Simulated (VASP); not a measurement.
A run of VASP 6.6.1 is set up as follows.

Contents of POSCAR:

```
BN
1.0
    2.5439499968      0.0000000000      0.0000000000
   -1.2719749984      2.2031253232      0.0000000000
    0.0000000000      0.0000000000      4.2078153299
B N
2 2
Direct
    0.3333333333      0.6666666667      0.0002034648
    0.6666666667      0.3333333333      0.5002034648
    0.3333333333      0.6666666667      0.3747965352
    0.6666666667      0.3333333333      0.8747965352
```

Contents of INCAR.step1:

```
PREC     = Accurate       # precision mode
ENCUT    = 500            # plane-wave cutoff, eV
EDIFF    = 1E-8           # SCF threshold, eV
ISMEAR   = 0              # smearing method
SIGMA    = 0.01           # smearing width, eV
LREAL    = F              # projectors in reciprocal space
LASPH    = T              # aspherical terms in the spheres
NELM     = 80             # most SCF steps
ALGO     = Normal         # electronic algorithm
LWAVE    = T              # write WAVECAR
LCHARG   = F              # write CHGCAR
GGA      = CA             # functional
```

Contents of INCAR.step2:

```
PREC     = Accurate       # precision mode
ENCUT    = 500            # plane-wave cutoff, eV
EDIFF    = 1E-8           # SCF threshold, eV
ISMEAR   = 0              # smearing method
SIGMA    = 0.01           # smearing width, eV
LREAL    = F              # projectors in reciprocal space
LASPH    = T              # aspherical terms in the spheres
NELM     = 1              # most SCF steps
ALGO     = Exact          # electronic algorithm
LWAVE    = T              # write WAVECAR
LCHARG   = F              # write CHGCAR
GGA      = CA             # functional
NBANDS   = 96             # bands
LOPTICS  = T              # frequency-dependent dielectric function
ISTART   = 1
```

The input INCAR.step3:

```
PREC     = Accurate       # precision mode
ENCUT    = 500            # plane-wave cutoff, eV
EDIFF    = 1E-8           # SCF threshold, eV
ISMEAR   = 0              # smearing method
SIGMA    = 0.01           # smearing width, eV
LREAL    = F              # projectors in reciprocal space
LASPH    = T              # aspherical terms in the spheres
ALGO     = EVGW0          # electronic algorithm
LWAVE    = F              # write WAVECAR
LCHARG   = F              # write CHGCAR
GGA      = CA             # functional
NELMGW   = 1            
NBANDS   = 96             # bands
ENCUTGW  = 140.0          # cutoff of the response function
NOMEGA   = 96             # frequency points
PRECFOCK = Fast         
ISTART   = 1            
NBANDSGW = 16           
OMEGAMAX = 20
```

Contents of KPOINTS:

```
Automatic mesh
0
Gamma
  6 6 4
```

Potentials or basis: VASP PAW LDA potentials, release 64 (B_GW, N_GW).

The run is started by

```console
$ cat potpaw_LDA.64/B_GW/POTCAR potpaw_LDA.64/N_GW/POTCAR > POTCAR
$ cp INCAR.step1 INCAR
$ mpirun -np 1 vasp_std > vasp.out
$ cp INCAR.step2 INCAR
$ mpirun -np 1 vasp_std > vasp.out
$ cp INCAR.step3 INCAR
$ mpirun -np 1 vasp_std > vasp.out
```

Task: Estimate the quasiparticle gap.

Result: 6.59 eV.

Task: Estimate the least direct quasiparticle gap.

Result: 10.18 eV.

Task: Estimate the least direct gap of the starting levels on the mesh.

Result: 8.21 eV.

Task: Estimate the band gap of the starting levels on the mesh.

Result: 4.96 eV.

Caveat: the k points lie up to 0.48 Å⁻¹ apart; bands, screening cutoff and mesh are small and nothing is extrapolated, so the quasiparticle values aren't converged; the structure was generated, so it needn't be the stable form of BN.
